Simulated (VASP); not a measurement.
# BN (P6_3/mmc) in VASP: further runs

The runs below take BN through single point, with PBE.

All numbers are computed with VASP 6.6.1; they aren't measurements. Logs are shortened: lines on timing, memory, paths and dates and some standing lists are left out, and cuts for length are marked.

### Step 1. The cell of the first run

Symmetry: P6_3/mmc, No. 194, hexagonal system. Conventional cell: a = 2.414 Å, b = 2.414 Å, c = 6.299 Å, α = 90.00°, β = 90.00°, γ = 120.00°. B (site symmetry -6m2) has 3 N at 1.39 Å within 1.9 Å. Within 1.9 Å of N (site symmetry -6m2) lie 3 B at 1.39 Å.

### Step 2. Single point, PBE (volume changed by -10%)

Input file INCAR:

```
  PREC = Accurate
  ENCUT = 520
  EDIFF = 1E-6
  ISMEAR = 0
  SIGMA = 0.01
  LREAL = False
  LASPH = True
  NELM = 60
  ALGO = Normal
  ISIF = 2
  LWAVE = False
  LCHARG = False
  GGA = PE
  NBANDS = 16
```

Input file KPOINTS:

```
Automatic mesh
0
Gamma
  6 6 2
```

Input file POSCAR:

```
BN
1.0
    2.4142860784      0.0000000000      0.0000000000
   -1.2071430392      2.0908330759      0.0000000000
    0.0000000000      0.0000000000      6.2985032534
B N
2 2
Direct
    0.3333333333      0.6666666667      0.2500000000
    0.6666666667      0.3333333333      0.7500000000
    0.3333333333      0.6666666667      0.7500000000
    0.6666666667      0.3333333333      0.2500000000
```

Potentials or basis: VASP PAW PBE potentials, release 64 (B, N).

Started as:

```bash
cat potpaw_PBE.64/B/POTCAR potpaw_PBE.64/N/POTCAR > POTCAR
mpirun -np 1 vasp_std > vasp.out
```

OUTCAR:

```text
PREC = Accurate
   ENCUT = 520
   EDIFF = 1E-6
   ISMEAR = 0
   LREAL = False
   LASPH = True
   NELM = 60
   ISIF = 2
   GGA = PE

 ion  position               nearest neighbor table
   1  0.333  0.667  0.250-   4 1.39   4 1.39   4 1.39
   2  0.667  0.333  0.750-   3 1.39   3 1.39   3 1.39
   3  0.333  0.667  0.750-   2 1.39   2 1.39   2 1.39
   4  0.667  0.333  0.250-   1 1.39   1 1.39   1 1.39

  LATTYP: Found a hexagonal cell.
 ALAT       =     2.4142860784
 C/A-ratio  =     2.6088471080

  Lattice vectors:

 A1 = (   2.4142860784,   0.0000000000,   0.0000000000)
 A2 = (  -1.2071430392,   2.0908330759,   0.0000000000)
 A3 = (   0.0000000000,   0.0000000000,   6.2985032534)

Analysis of symmetry for initial positions (statically):
=====================================================================
 Subroutine PRICEL returns:
 Original cell was already a primitive cell.

 Routine SETGRP: Setting up the symmetry group for a
 hexagonal supercell.

 Subroutine GETGRP returns: Found 24 space group operations
 (whereof 12 operations were pure point group operations)
 out of a pool of 24 trial point group operations.

The static configuration has the point symmetry D_3d.
 The point group associated with its full space group is D_6h.

Analysis of symmetry for dynamics (positions and initial velocities):
=====================================================================
 Subroutine PRICEL returns:
 Original cell was already a primitive cell.

 Routine SETGRP: Setting up the symmetry group for a
 hexagonal supercell.

 Subroutine GETGRP returns: Found 24 space group operations
 (whereof 12 operations were pure point group operations)
 out of a pool of 24 trial point group operations.

The dynamic configuration has the point symmetry D_3d.
 The point group associated with its full space group is D_6h.

 Subroutine INISYM returns: Found 24 space group operations
 (whereof 12 operations are pure point group operations),
 and found     1 'primitive' translations

----------------------------------------------------------------------------------------

                                     Primitive cell

  volume of cell :      31.7940

  direct lattice vectors                    reciprocal lattice vectors
     2.414286078  0.000000000  0.000000000     0.414201121  0.239139129  0.000000000
    -1.207143039  2.090833076  0.000000000     0.000000000  0.478278257  0.000000000
[... 81 lines left out ...]
   NSW    =      0    number of steps for IOM
   IBRION =     -1    ionic relax: 0-MD 1-quasi-New 2-CG
   NFREE  =      0    steps in history (QN), initial steepest desc. (CG)
   ISIF   =      2    stress and relaxation
   ISYM   =      2    0-nonsym 1-usesym 2-fastsym
   POTIM  = 0.5000    time-step for ionic-motion
   TEBEG  =    0.0;   TEEND  =   0.0 temperature during run
   PSTRESS=    0.0 pullay stress
   NELECT =      16.0000    total number of electrons
   NUPDOWN=      -1.0000    fix difference up-down
   EMIN   =  10.00;   EMAX   =-10.00  energy-range for DOS
   EFERMI =   0.00;   METHOD = LEGACY
   ISMEAR =     0;   SIGMA  =   0.01  broadening in eV -4-tet -1-fermi 0-gaus
   EFERMI_NEDOS =   21; number of points for ismear=-14 and -15
   IALGO  =     38    algorithm
   IMIX   =      4    mixing-type and parameters
     AMIX     =   0.40;   BMIX     =  1.00
     AMIX_MAG =   1.60;   BMIX_MAG =  1.00
  volume/ion in A,a.u.               =       7.95        53.64
  Fermi-wavevector in a.u.,A,eV,Ry     =   1.302166  2.460737 23.070531  1.695636
  Thomas-Fermi vector in A             =   2.433252
   LORBIT       =      0    0 simple, 1 ext, 2 COOP (PROOUT), +10 PAW based schemes
   GGA     = PE    functional components
   LHFCALC =     F    Hartree Fock is set to
   AEXX    =    0.0000 exact exchange contribution
   IVDW    =     0    specifies the selected vdW correction
   LEPSILON=     F    determine dielectric tensor
   LRPA    =     F    only Hartree local field effects (RPA)
 non-spin polarized calculation
 Gauss-broadening in eV      SIGMA  =   0.01
  energy-cutoff  :      520.00
  volume of cell :       31.79
 maximum number of plane-waves:       881
 NGX is ok and might be reduce to    18
   NGX =  9   NGY =  9   NGZ = 23

 number of electron      16.0000004 magnetization

 Free energy of the ion-electron system (eV)
  ---------------------------------------------------
  ext. energy  EPLUGINS =         0.00000000
  ---------------------------------------------------
  free energy    TOTEN  =       -34.69550284 eV

  energy without entropy =      -34.69550284  energy(sigma->0) =      -34.69550284

 E-fermi :   3.2930     XC(G=0): -10.6549

 val. band max:        3.2116741402   @ k =   0.3333   0.3333   0.5000
 cond. band min:       7.5790220713   @ k =   0.5000  -0.0000   0.0000
 fundamental gap:      4.3673479311
 Fermi energy:         3.2929711777

 k-point     1 :       0.0000    0.0000    0.0000
  band No.  band energies     occupation
      1     -15.3146      2.00000
      2     -14.8935      2.00000
      3      -3.8148      2.00000
      4      -1.1756      2.00000
      5       2.0257      2.00000
      6       2.0257      2.00000
[... 243 lines left out ...]
      3      -5.3210      2.00000
      4      -5.3210      2.00000
      5      -4.0590      2.00000
      6      -4.0590      2.00000
[... 8 lines left out ...]
     15      22.1162      0.00000
     16      22.1162      0.00000

------------------------ aborting loop because EDIFF is reached ----------------------------------------

  FORCE on cell =-STRESS in cart. coord.  units (eV):
  Direction    XX          YY          ZZ          XY          YZ          ZX
  --------------------------------------------------------------------------------------
  -------------------------------------------------------------------------------------
  Total       10.5402735     10.5402735      1.1236161     -0.0000000      0.0000000     -0.0000000
  in kB      531.1497871    531.1497871     56.6217215     -0.0000000      0.0000000     -0.0000000
  external PRESSURE =     372.9737653 kB  Pullay stress =       0.0000000 kB

 VOLUME and BASIS-vectors are now :
 -----------------------------------------------------------------------------
  energy-cutoff  :      520.00
  volume of cell :       31.79
      direct lattice vectors                 reciprocal lattice vectors
     2.414286078  0.000000000  0.000000000     0.414201121  0.239139129  0.000000000
    -1.207143039  2.090833076  0.000000000     0.000000000  0.478278257  0.000000000
     0.000000000  0.000000000  6.298503253     0.000000000  0.000000000  0.158767879

 POSITION                                       TOTAL-FORCE (eV/Angst)
 -----------------------------------------------------------------------------------
     -0.00000      1.39389      1.57463         0.000000     -0.000000      0.000000
      1.20714      0.69694      4.72388        -0.000000      0.000000      0.000000
     -0.00000      1.39389      4.72388        -0.000000      0.000000      0.000000
      1.20714      0.69694      1.57463        -0.000000      0.000000      0.000000
 -----------------------------------------------------------------------------------
    total drift:                               -0.000000      0.000000      0.000000

  FREE ENERGIE OF THE ION-ELECTRON SYSTEM (eV)
  ---------------------------------------------------
  free  energy   TOTEN  =       -34.6955028435 eV

  energy  without entropy=      -34.6955028435  energy(sigma->0) =      -34.69550284
```

It took 9.5 s on 1 thread of Intel Xeon Platinum 8259CL at 2.50GHz (Skylake/Cascade Lake), shared host; peak memory 0.13 GiB.

Results:

| Item | Value |
| --- | --- |
| Free energy | -34.6955 eV |
| Pressure | 37.3 GPa |
| Band gap on the k mesh | 4.37 eV, indirect (least direct gap 4.79 eV) |

Caveat: the k points lie up to 0.50 Å⁻¹ apart; the cell differs from its parent crystal (volume changed by -10%). A k mesh can miss the band edges.

### Step 3. Single point, PBE

This run uses another cell than the first one, of 8.83 Å³/atom, 1.111 times its volume.

Input file INCAR:

```
PREC     = Accurate       # precision mode
ENCUT    = 520            # plane-wave cutoff, eV
EDIFF    = 1E-7           # SCF threshold, eV
ISMEAR   = 0              # smearing method
SIGMA    = 0.01           # smearing width, eV
LREAL    = F              # projectors in reciprocal space
LASPH    = T              # aspherical terms in the spheres
NELM     = 80             # most SCF steps
ALGO     = Normal         # electronic algorithm
ISIF     = 2              # what is computed and relaxed
LWAVE    = F              # write WAVECAR
LCHARG   = F              # write CHGCAR
GGA      = PE             # functional
NBANDS   = 16             # bands
```

KPOINTS is that of step 2.

Input file POSCAR:

```
BN
1.0
    2.5005827272      0.0000000000      0.0000000000
   -1.2502913636      2.1655681660      0.0000000000
    0.0000000000      0.0000000000      6.5236380159
B N
2 2
Direct
    0.3333333333      0.6666666667      0.2500000000
    0.6666666667      0.3333333333      0.7500000000
    0.3333333333      0.6666666667      0.7500000000
    0.6666666667      0.3333333333      0.2500000000
```

Potentials or basis: VASP PAW PBE potentials, release 64 (B, N).

Started as:

```bash
cat potpaw_PBE.64/B/POTCAR potpaw_PBE.64/N/POTCAR > POTCAR
mpirun -np 1 vasp_std > vasp.out
```

It took 14 s on 1 thread of Intel Xeon Platinum 8259CL at 2.50GHz (Skylake/Cascade Lake), shared host; peak memory 0.14 GiB.

Results (log left out):

- Free energy: -35.1352 eV
- Pressure: 4.7 GPa
- Band gap on the k mesh: 4.26 eV, indirect (least direct gap 4.65 eV)

Stress tensor (GPa, compression positive):
```
5.33 0.00 0.00
0.00 5.33 0.00
0.00 0.00 3.52
```

Levels at points of the mesh, in eV from the valence-band top:
```
           k point  band 6  band 7  band 8  band 9  band 10  band 11
(0.00, 0.00, 0.00)   -1.32   -1.28   -1.28    5.38    10.54    11.58
(0.50, 0.00, 0.00)   -4.07   -1.50   -0.39    4.26     5.74     9.59
(0.00, 0.00, 0.50)   -1.30   -1.30   -1.30    7.85     7.85    11.65
(0.50, 0.00, 0.50)   -4.11   -0.92   -0.92    4.74     4.74     9.98
```

Caveat: the k points lie up to 0.48 Å⁻¹ apart; this functional lacks dispersion, which binds the layers, so the pressure and a relaxed spacing across them are unreliable. A k mesh can miss the band edges.

### Step 4. Single point, PBE (volume changed by -5%)

Input file INCAR:

```
SYSTEM = BN
PREC = Accurate
ENCUT = 520
EDIFF = 1E-6
ISMEAR = 0
SIGMA = 0.01
LREAL = .FALSE.
LASPH = .TRUE.
NELM = 60
ALGO = Normal
ISIF = 2
LWAVE = .FALSE.
LCHARG = .FALSE.
GGA = PE
NBANDS = 16
```

Input file KPOINTS:

```
regular mesh
0
G
  6 6 2
  0 0 0
```

Input file POSCAR:

```
BN
1.0
    2.4581917798      0.0000000000      0.0000000000
   -1.2290958899      2.1288565286      0.0000000000
    0.0000000000      0.0000000000      6.4130465153
B N
2 2
Direct
    0.3333333333      0.6666666667      0.2500000000
    0.6666666667      0.3333333333      0.7500000000
    0.3333333333      0.6666666667      0.7500000000
    0.6666666667      0.3333333333      0.2500000000
```

Started as:

```bash
cat potpaw_PBE.64/B/POTCAR potpaw_PBE.64/N/POTCAR > POTCAR
mpirun -np 1 vasp_std > vasp.out
```

Wall time 12 s (1 thread of Intel Xeon Platinum 8259CL at 2.50GHz (Skylake/Cascade Lake), shared host); peak memory 0.13 GiB.

The run converged. Its results:

| Item | Value |
| --- | --- |
| Free energy | -35.0048 eV |
| Pressure | 19.2 GPa |
| Band gap on the k mesh | 4.31 eV, indirect (least direct gap 4.72 eV) |

Stress tensor (GPa, compression positive):
```
26.51  0.00  0.00
 0.00 26.51  0.00
 0.00  0.00  4.47
```

Levels at points of the mesh, in eV from the valence-band top:
| k point | band 6 | band 7 | band 8 | band 9 | band 10 | band 11 |
| --- | --- | --- | --- | --- | --- | --- |
| (0.00, 0.00, 0.00) | -1.26 | -1.21 | -1.21 | 5.49 | 10.95 | 12.01 |
| (0.50, 0.00, 0.00) | -4.15 | -1.60 | -0.41 | 4.31 | 5.93 | 10.08 |
| (0.00, 0.00, 0.50) | -1.24 | -1.24 | -1.24 | 8.13 | 8.13 | 12.08 |
| (0.50, 0.00, 0.50) | -4.19 | -0.97 | -0.97 | 4.84 | 4.84 | 10.53 |

Caveat: the k points lie up to 0.49 Å⁻¹ apart; the cell differs from its parent crystal (volume changed by -5%); this functional lacks dispersion, which binds the layers, so the pressure and a relaxed spacing across them are unreliable. A k mesh can miss the band edges.

### Step 5. Single point, PBE (volume changed by +5%)

Input file INCAR:

```
  ALGO = Normal
  EDIFF = 1E-6
  ENCUT = 520
  GGA = PE
  ISIF = 2
  ISMEAR = 0
  LASPH = True
  LCHARG = False
  LREAL = False
  LWAVE = False
  NBANDS = 16
  NELM = 60
  PREC = Accurate
  SIGMA = 0.01
```

Input file KPOINTS:

```
k-points
0
Gamma
  6 6 2
```

Input file POSCAR:

```
BN
1.0
    2.5415831738      0.0000000000      0.0000000000
   -1.2707915869      2.2010755943      0.0000000000
    0.0000000000      0.0000000000      6.6306019125
B N
2 2
Direct
    0.3333333333      0.6666666667      0.2500000000
    0.6666666667      0.3333333333      0.7500000000
    0.3333333333      0.6666666667      0.7500000000
    0.6666666667      0.3333333333      0.2500000000
```

Started as:

```bash
cat potpaw_PBE.64/B/POTCAR potpaw_PBE.64/N/POTCAR > POTCAR
mpirun -np 1 vasp_std > vasp.out
```

Run time: 12 s. Hardware: 1 thread of Intel Xeon Platinum 8259CL at 2.50GHz (Skylake/Cascade Lake), shared host; peak memory 0.14 GiB.

Results (log left out):

| Item | Value |
| --- | --- |
| Free energy | -35.1232 eV |
| Pressure | -6.8 GPa |
| Band gap on the k mesh | 4.20 eV, indirect (least direct gap 4.53 eV) |

Stress tensor (GPa, compression positive):
```
-11.57   0.00   0.00
  0.00 -11.57   0.00
  0.00   0.00   2.80
```

Levels at points of the mesh, in eV from the valence-band top:
```csv
k point,band 6,band 7,band 8,band 9,band 10,band 11
"(0.00, 0.00, 0.00)",-1.38,-1.34,-1.34,5.26,10.16,11.18
"(0.50, 0.00, 0.00)",-4.01,-1.41,-0.38,4.20,5.56,9.13
"(0.00, 0.00, 0.50)",-1.36,-1.36,-1.36,7.57,7.57,11.24
"(0.50, 0.00, 0.50)",-4.04,-0.87,-0.87,4.65,4.65,9.46
```

Caveat: the k points lie up to 0.48 Å⁻¹ apart; the cell differs from its parent crystal (volume changed by +5%); this functional lacks dispersion, which binds the layers, so the pressure and a relaxed spacing across them are unreliable. A k mesh can miss the band edges.

(Part 1 of 2 ends here.)
